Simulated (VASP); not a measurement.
# AlP (F-43m) in VASP: notebook

The runs below take AlP through single point, relaxation of cell and atoms, with LDA.

Everything below comes from runs of VASP 6.6.1. Logs are shortened: lines on timing, memory, paths and dates and some standing lists are left out, and cuts for length are marked.

## (1) The cell of the first run

It takes space group F-43m (No. 216, cubic). The conventional cell has a = 5.361 Å, b = 5.361 Å, c = 5.361 Å, α = 90.00°, β = 90.00°, γ = 90.00°. Al (site symmetry -43m) has 4 P at 2.32 Å within 3.1 Å. Within 3.1 Å of P (site symmetry -43m) lie 4 Al at 2.32 Å.

## (2) Single point, LDA

Input file INCAR:

```
PREC = Accurate
ENCUT = 500
EDIFF = 1E-6
ISMEAR = 0
SIGMA = 0.01
LREAL = F
LASPH = T
NELM = 120
ALGO = Normal
ISIF = 2
LWAVE = F
LCHARG = T
LELF = T
LVHAR = T
NBANDS = 11
GGA_COMPAT = F
```

Input file KPOINTS:

```
Automatic mesh
0
Gamma
  8 8 8
```

Input file POSCAR:

```
AlP
1.0
    0.0000000000      2.6803737326      2.6803737326
    2.6803737326      0.0000000000      2.6803737326
    2.6803737326      2.6803737326      0.0000000000
Al P
1 1
Direct
    0.0000000000      0.0000000000      0.0000000000
    0.7500000000      0.7500000000      0.7500000000
```

Potentials or basis: VASP PAW LDA potentials, release 64 (Al, P).

Command:

```sh
> cat potpaw_LDA.64/Al/POTCAR potpaw_LDA.64/P/POTCAR > POTCAR
> mpirun -np 1 vasp_std > vasp.out
```

OUTCAR:

```text
PREC = Accurate
   ENCUT = 500
   EDIFF = 1E-6
   ISMEAR = 0
   LREAL = F
   LASPH = T
   NELM = 120
   ISIF = 2

 ion  position               nearest neighbor table
   1  0.000  0.000  0.000-   2 2.32   2 2.32   2 2.32   2 2.32
   2  0.750  0.750  0.750-   1 2.32   1 2.32   1 2.32   1 2.32

  LATTYP: Found a face centered cubic cell.
 ALAT       =     5.3607474652

  Lattice vectors:

 A1 = (   0.0000000000,   2.6803737326,   2.6803737326)
 A2 = (   2.6803737326,   0.0000000000,   2.6803737326)
 A3 = (   2.6803737326,   2.6803737326,   0.0000000000)

Analysis of symmetry for initial positions (statically):
=====================================================================
 Subroutine PRICEL returns:
 Original cell was already a primitive cell.

 Routine SETGRP: Setting up the symmetry group for a
 face centered cubic supercell.

 Subroutine GETGRP returns: Found 24 space group operations
 (whereof 24 operations were pure point group operations)
 out of a pool of 48 trial point group operations.

The static configuration has the point symmetry T_d .

Analysis of symmetry for dynamics (positions and initial velocities):
=====================================================================
 Subroutine PRICEL returns:
 Original cell was already a primitive cell.

 Routine SETGRP: Setting up the symmetry group for a
 face centered cubic supercell.

 Subroutine GETGRP returns: Found 24 space group operations
 (whereof 24 operations were pure point group operations)
 out of a pool of 48 trial point group operations.

The dynamic configuration has the point symmetry T_d .

 Subroutine INISYM returns: Found 24 space group operations
 (whereof 24 operations are pure point group operations),
 and found     1 'primitive' translations

----------------------------------------------------------------------------------------

                                     Primitive cell

  volume of cell :      38.5138

  direct lattice vectors                    reciprocal lattice vectors
     0.000000000  2.680373733  2.680373733    -0.186541151  0.186541151  0.186541151
     2.680373733  0.000000000  2.680373733     0.186541151 -0.186541151  0.186541151
     2.680373733  2.680373733  0.000000000     0.186541151  0.186541151 -0.186541151

  length of vectors
     3.790620885  3.790620885  3.790620885     0.323098750  0.323098750  0.323098750

[... 85 lines left out ...]
   NFREE  =      0    steps in history (QN), initial steepest desc. (CG)
   ISIF   =      2    stress and relaxation
   ISYM   =      2    0-nonsym 1-usesym 2-fastsym
   POTIM  = 0.5000    time-step for ionic-motion
   TEBEG  =    0.0;   TEEND  =   0.0 temperature during run
   PSTRESS=    0.0 pullay stress
   NELECT =       8.0000    total number of electrons
   NUPDOWN=      -1.0000    fix difference up-down
   EMIN   =  10.00;   EMAX   =-10.00  energy-range for DOS
   EFERMI =   0.00;   METHOD = LEGACY
   ISMEAR =     0;   SIGMA  =   0.01  broadening in eV -4-tet -1-fermi 0-gaus
   EFERMI_NEDOS =   21; number of points for ismear=-14 and -15
   IALGO  =     38    algorithm
   IMIX   =      4    mixing-type and parameters
     AMIX     =   0.40;   BMIX     =  1.00
     AMIX_MAG =   1.60;   BMIX_MAG =  1.00
  volume/ion in A,a.u.               =      19.26       129.95
  Fermi-wavevector in a.u.,A,eV,Ry     =   0.969541  1.832167 12.789607  0.940010
  Thomas-Fermi vector in A             =   2.099602
   LORBIT       =      0    0 simple, 1 ext, 2 COOP (PROOUT), +10 PAW based schemes
   GGA     = CA    functional components
   LHFCALC =     F    Hartree Fock is set to
   AEXX    =    0.0000 exact exchange contribution
   IVDW    =     0    specifies the selected vdW correction
   LEPSILON=     F    determine dielectric tensor
   LRPA    =     F    only Hartree local field effects (RPA)
 non-spin polarized calculation
 Gauss-broadening in eV      SIGMA  =   0.01
  energy-cutoff  :      500.00
  volume of cell :       38.51
 maximum number of plane-waves:       992
   NGX = 13   NGY = 13   NGZ = 13

 number of electron       7.9999999 magnetization

 Free energy of the ion-electron system (eV)
  ---------------------------------------------------
  ext. energy  EPLUGINS =         0.00000000
  ---------------------------------------------------
  free energy    TOTEN  =       -11.39224483 eV

  energy without entropy =      -11.39224483  energy(sigma->0) =      -11.39224483

 E-fermi :   5.0383     XC(G=0):  -9.6585

 val. band max:        4.9697539583   @ k =   0.0000   0.0000   0.0000
 cond. band min:       6.3012994671   @ k =   0.5000   0.5000   0.0000
 fundamental gap:      1.3315455087
 Fermi energy:         5.0383109022

 k-point     1 :       0.0000    0.0000    0.0000
  band No.  band energies     occupation
      1      -6.8597      2.00000
      2       4.9698      2.00000
      3       4.9698      2.00000
      4       4.9698      2.00000
      5       8.5631      0.00000
      6       9.5173      0.00000
      7       9.5173      0.00000
      8       9.5173      0.00000
      9      13.8431      0.00000
     10      13.8431      0.00000
     11      15.3539      0.00000
[... 309 lines left out ...]
 k-point    24 :      -0.3750    0.2500    0.1250
  band No.  band energies     occupation
      1      -4.6798      2.00000
      2      -0.4600      2.00000
      3       2.2129      2.00000
      4       3.3783      2.00000
      5       8.8601      0.00000
      6       9.4778      0.00000
      7      11.9465      0.00000
      8      12.7717      0.00000
      9      14.1019      0.00000
     10      16.5464      0.00000
     11      17.9997      0.00000

 [... further k-points ...]

------------------------ aborting loop because EDIFF is reached ----------------------------------------

  FORCE on cell =-STRESS in cart. coord.  units (eV):
  Direction    XX          YY          ZZ          XY          YZ          ZX
  --------------------------------------------------------------------------------------
  -------------------------------------------------------------------------------------
  Total        0.9740163      0.9740163      0.9740163     -0.0000000      0.0000000      0.0000000
  in kB       40.5191895     40.5191895     40.5191895     -0.0000000      0.0000000      0.0000000
  external PRESSURE =      40.5191895 kB  Pullay stress =       0.0000000 kB

 VOLUME and BASIS-vectors are now :
 -----------------------------------------------------------------------------
  energy-cutoff  :      500.00
  volume of cell :       38.51
      direct lattice vectors                 reciprocal lattice vectors
     0.000000000  2.680373733  2.680373733    -0.186541151  0.186541151  0.186541151
     2.680373733  0.000000000  2.680373733     0.186541151 -0.186541151  0.186541151
     2.680373733  2.680373733  0.000000000     0.186541151  0.186541151 -0.186541151

 POSITION                                       TOTAL-FORCE (eV/Angst)
 -----------------------------------------------------------------------------------
      0.00000      0.00000      0.00000        -0.000000     -0.000000     -0.000000
      4.02056      4.02056      4.02056         0.000000      0.000000      0.000000
 -----------------------------------------------------------------------------------
    total drift:                               -0.000000     -0.000000     -0.000000

  FREE ENERGIE OF THE ION-ELECTRON SYSTEM (eV)
  ---------------------------------------------------
  free  energy   TOTEN  =       -11.3922448333 eV

  energy  without entropy=      -11.3922448333  energy(sigma->0) =      -11.39224483
```

Wall time 14 s (1 thread of Intel Xeon 8259CL, shared host); peak memory 0.14 GiB.

What came out:

```yaml
Free_energy: -11.3922 eV
Pressure: 4.1 GPa
Band_gap_on_the_k_mesh: 1.33 eV (least direct gap 3.57 eV)
```

Caveat: the cell stands under pressure. A k mesh can miss the band edges.

## (3) Single point, LDA

This run uses another cell than the first one, of 18.75 Å³/atom.

Input file INCAR:

```
ALGO = Normal
EDIFF = 1E-6
ENCUT = 500
GGA = CA
GGA_COMPAT = F
ISIF = 2
ISMEAR = 0
LASPH = T
LCHARG = F
LREAL = F
LWAVE = F
NBANDS = 11
NELM = 120
PREC = Accurate
SIGMA = 0.01
```

Input file KPOINTS:

```
k-points
0
Gamma
  8 8 8
```

Input file POSCAR:

```
AlP
1.0
    0.0000000000      2.6565642844      2.6565642844
    2.6565642844      0.0000000000      2.6565642844
    2.6565642844      2.6565642844      0.0000000000
Al P
1 1
Direct
    0.0000000000      0.0000000000      0.0000000000
    0.7500000000      0.7500000000      0.7500000000
```

Potentials or basis: VASP PAW LDA potentials, release 64 (Al, P).

Command:

```sh
> cat potpaw_LDA.64/Al/POTCAR potpaw_LDA.64/P/POTCAR > POTCAR
> mpirun -np 1 vasp_std > vasp.out
```

Wall time 13 s (1 thread of Intel Xeon 8259CL, shared host); peak memory 0.14 GiB.

It converged, with:

* Free energy: -11.3571 eV
* Pressure: 7.1 GPa
* Band gap on the k mesh: 1.27 eV (least direct gap 3.57 eV)

Levels at points of the mesh, in eV from the valence-band top:
| k point | band 2 | band 3 | band 4 | band 5 | band 6 | band 7 |
| --- | --- | --- | --- | --- | --- | --- |
| (0.00, 0.00, 0.00) | 0.00 | 0.00 | 0.00 | 3.83 | 4.58 | 4.58 |
| (0.50, 0.00, 0.00) | -5.96 | -0.82 | -0.82 | 2.98 | 4.75 | 4.75 |
| (0.50, 0.50, 0.00) | -5.64 | -2.29 | -2.29 | 1.27 | 2.30 | 11.58 |

Caveat: the cell stands under pressure.

## (4) Single point, LDA

This run uses another cell than the first one, of 19.84 Å³/atom.

Input file INCAR:

```
  ALGO = Normal
  EDIFF = 1E-6
  ENCUT = 500
  GGA = CA
  GGA_COMPAT = F
  ISIF = 2
  ISMEAR = 0
  LASPH = T
  LCHARG = F
  LREAL = F
  LWAVE = F
  NBANDS = 11
  NELM = 120
  PREC = Accurate
  SIGMA = 0.01
```

KPOINTS is that of step 3.

Input file POSCAR:

```
AlP
1.0
    0.0000000000      2.7071591799      2.7071591799
    2.7071591799      0.0000000000      2.7071591799
    2.7071591799      2.7071591799      0.0000000000
Al P
1 1
Direct
    0.0000000000      0.0000000000      0.0000000000
    0.7500000000      0.7500000000      0.7500000000
```

Command:

```sh
> cat potpaw_LDA.64/Al/POTCAR potpaw_LDA.64/P/POTCAR > POTCAR
> mpirun -np 1 vasp_std > vasp.out
```

Wall time 12 s (1 thread of Intel Xeon 8259CL, shared host); peak memory 0.14 GiB.

The run converged. Its results:

- Free energy: -11.4107 eV
- Pressure: 1.1 GPa
- Band gap on the k mesh: 1.39 eV (least direct gap 3.33 eV)

Levels at points of the mesh, in eV from the valence-band top:
```
           k point  band 2  band 3  band 4  band 5  band 6  band 7
(0.00, 0.00, 0.00)    0.00    0.00    0.00    3.33    4.51    4.51
(0.50, 0.00, 0.00)   -5.69   -0.78   -0.78    2.76    4.74    4.74
(0.50, 0.50, 0.00)   -5.44   -2.17   -2.17    1.39    2.32   11.10
```

## (5) Single point, LDA

This run uses another cell than the first one, of 19.63 Å³/atom.

Input file INCAR:

```
  PREC = Accurate
  ENCUT = 500
  EDIFF = 1E-6
  ISMEAR = 0
  SIGMA = 0.01
  LREAL = False
  LASPH = True
  NELM = 120
  ALGO = Normal
  ISIF = 2
  LWAVE = False
  LCHARG = True
  LELF = True
  LVHAR = True
  NBANDS = 11
  GGA_COMPAT = False
```

Input file KPOINTS:

```
Automatic mesh
0
Gamma
  8 8 8
```

Input file POSCAR:

```
AlP
1.0
    0.0000000000      2.6977285852      2.6977285852
    2.6977285852      0.0000000000      2.6977285852
    2.6977285852      2.6977285852      0.0000000000
Al P
1 1
Direct
    0.0000000000      0.0000000000      0.0000000000
    0.7500000000      0.7500000000      0.7500000000
```

Command:

```sh
> cat potpaw_LDA.64/Al/POTCAR potpaw_LDA.64/P/POTCAR > POTCAR
> mpirun -np 1 vasp_std > vasp.out
```

Run time: 21 s. Hardware: 1 thread of Intel Xeon 8259CL, shared host; peak memory 0.14 GiB.

It converged, with:

```yaml
Free_energy: -11.4066 eV
Pressure: 2.1 GPa
Band_gap_on_the_k_mesh: 1.37 eV (least direct gap 3.42 eV)
```

Levels at points of the mesh, in eV from the valence-band top:
| k point | band 1 | band 2 | band 3 | band 4 | band 5 | band 6 | band 7 | band 8 |
| --- | --- | --- | --- | --- | --- | --- | --- | --- |
| (0.00, 0.00, 0.00) | -11.71 | 0.00 | 0.00 | 0.00 | 3.42 | 4.52 | 4.52 | 4.52 |
| (0.50, 0.00, 0.00) | -9.93 | -5.74 | -0.79 | -0.79 | 2.80 | 4.74 | 4.74 | 8.17 |
| (0.50, 0.50, 0.00) | -9.22 | -5.48 | -2.19 | -2.19 | 1.37 | 2.32 | 11.19 | 11.19 |

A k mesh can miss the band edges.

## (6) Relaxation of cell and atoms, LDA, target pressure 1 GPa, at which the enthalpy is minimised

This run uses another cell than the first one, of 20.06 Å³/atom.

Input file INCAR:

```
SYSTEM = AlP
ALGO     = Normal         ! electronic algorithm
EDIFF    = 1E-7           ! SCF threshold, eV
EDIFFG   = -0.002         ! ionic threshold
ENCUT    = 500            ! plane-wave cutoff, eV
GGA      = CA             ! functional
GGA_COMPAT= .False.      
IBRION   = 2              ! ionic algorithm
ISIF     = 3              ! what is computed and relaxed
ISMEAR   = 0              ! smearing method
LASPH    = .True.         ! aspherical terms in the spheres
LCHARG   = .False.        ! write CHGCAR
LREAL    = .False.        ! projectors in reciprocal space
LWAVE    = .False.        ! write WAVECAR
NELM     = 120            ! most SCF steps
NELMIN   = 4            
NSW      = 100            ! ionic steps
PREC     = Accurate       ! precision mode
PSTRESS  = 10.0         
SIGMA    = 0.01           ! smearing width, eV
```

Input file KPOINTS:

```
k-points
0
Gamma
  8 8 8
  0 0 0
```

Input file POSCAR:

```
AlP
1.0
    0.0000000000      2.7169254661      2.7169254661
    2.7169254661      0.0000000000      2.7169254661
    2.7169254661      2.7169254661      0.0000000000
Al P
1 1
Direct
    0.0000000000      0.0000000000      0.0000000000
    0.7500000000      0.7500000000      0.7500000000
```

Potentials or basis: VASP PAW LDA potentials, release 64 (Al, P).

Command:

```sh
> cat potpaw_LDA.64/Al/POTCAR potpaw_LDA.64/P/POTCAR > POTCAR
> mpirun -np 1 vasp_std > vasp.out
```

Run time: 24 s. Hardware: 1 thread of Intel Xeon 8259CL, shared host; peak memory 0.14 GiB.

Results (log left out):

```yaml
Free_energy: -11.4109 eV
Relaxed_volume: 19.85 Å³/atom
Relaxed_cell: a = 3.829 Å, b = 3.829 Å, c = 3.829 Å, α = 60.00°, β = 60.00°, γ = 60.00°
Space_group_after_relaxing_to_0.1_Å: F-43m (No. 216)
Energy_change_on_relaxing_the_run_minimises_the_enthalpy: +0.7 meV/atom
Ionic_steps: 3
Pressure_after_relaxing: 1.0 GPa
Band_gap_on_the_k_mesh: 1.39 eV (least direct gap 3.33 eV)
```

Step by step:
```csv
step,energy change (eV),largest force (eV/Å),pressure (GPa),volume (Å³)
1,0.0000,0.0000,0.05,40.11
2,0.0036,0.0000,1.67,39.43
3,0.0013,0.0000,1.00,39.70
```

Final structure:
```xyz
2
Lattice="0.0000 2.7077 2.7077 2.7077 0.0000 2.7077 2.7077 2.7077 0.0000" Properties=species:S:1:pos:R:3 pbc="T T T"
Al    0.0000    0.0000    0.0000
P     4.0615    4.0615    4.0615
```

Levels at points of the mesh, in eV from the valence-band top:
| k point | band 1 | band 2 | band 3 | band 4 | band 5 | band 6 | band 7 | band 8 |
| --- | --- | --- | --- | --- | --- | --- | --- | --- |
| (0.00, 0.00, 0.00) | -11.65 | 0.00 | 0.00 | 0.00 | 3.33 | 4.51 | 4.51 | 4.51 |
| (0.50, 0.00, 0.00) | -9.89 | -5.69 | -0.78 | -0.78 | 2.76 | 4.74 | 4.74 | 8.14 |
| (0.50, 0.50, 0.00) | -9.19 | -5.44 | -2.17 | -2.17 | 1.39 | 2.32 | 11.10 | 11.10 |

Caveat: the cell is relaxed towards a set pressure, so the run minimises the enthalpy, not the energy.

## (7) Summary

```csv
task,cell,gap on the mesh (eV),pressure (GPa)
single point,"a = 3.791 Å, angles 60.0°, 2 atoms",1.33,4.1
single point,"a = 3.757 Å, angles 60.0°, 2 atoms",1.27,7.1
single point,"a = 3.829 Å, angles 60.0°, 2 atoms",1.39,1.1
single point,"a = 3.815 Å, angles 60.0°, 2 atoms",1.37,2.1
relaxation of cell and atoms,"relaxed to 1 GPa from a = 3.842 Å, angles 60.0°, 2 atoms",1.39,1.0
```

Alike in all rows: level LDA; potentials or basis VASP PAW LDA potentials, release 64 (Al, P); no spin polarisation; k mesh 8 × 8 × 8; cutoff (eV) 500; smearing gaussian 0.01 eV.

Caveats: the cell stands under pressure (at least some runs); the cell is relaxed towards a set pressure, so the run minimises the enthalpy, not the energy (at least some runs).

Total energies depend on the potentials used, so only differences within one code and one set of settings carry meaning.
